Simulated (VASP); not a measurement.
Input of a VASP 6.6.1 run:

The input INCAR:

```
SYSTEM = Te
PREC = Accurate
ENCUT = 520
EDIFF = 1E-7
ISMEAR = 0
SIGMA = 0.05
LREAL = .FALSE.
LASPH = .TRUE.
NELM = 100
ALGO = Normal
ISIF = 2
LWAVE = .FALSE.
LCHARG = .FALSE.
GGA = PS
NBANDS = 16
```

KPOINTS

```
regular mesh
0
G
  9 9 6
  0 0 0
```

POSCAR

```
Te
1.0
    4.4344310024      0.0000000000      0.0000000000
   -2.2172155012      3.8403298994      0.0000000000
    0.0000000000      0.0000000000      6.0757466748
Te
3
Direct
    0.2824924639      0.0000000000      0.1666666667
    0.0000000000      0.2824924639      0.8333333333
    0.7175075361      0.7175075361      0.5000000000
```

Potentials or basis: VASP PAW PBE potentials, release 64 (Te).

Run with:

```sh
$ cat potpaw_PBE.64/Te/POTCAR > POTCAR
$ mpirun -np 1 vasp_std > vasp.out
```

Task: Predict the band gap on the k mesh.

Result: 0.02 eV.

Task: What does it give for the largest force?

Result: 0.224 eV/Å.

Task: What does it give for the pressure?

Result: -3.2 GPa.

Stress tensor (GPa, compression positive):
```
-2.83  0.00  0.00
 0.00 -2.83  0.00
 0.00  0.00 -3.91
```

Caveat: the cell differs from its parent crystal (strained); the cell stands under tension; the PAW data sets were made with another functional, which shifts forces and pressure a little; spin-orbit coupling is left out, which moves the levels of the heavy elements; an odd mesh through Γ misses points on the zone boundary, where band edges can lie.
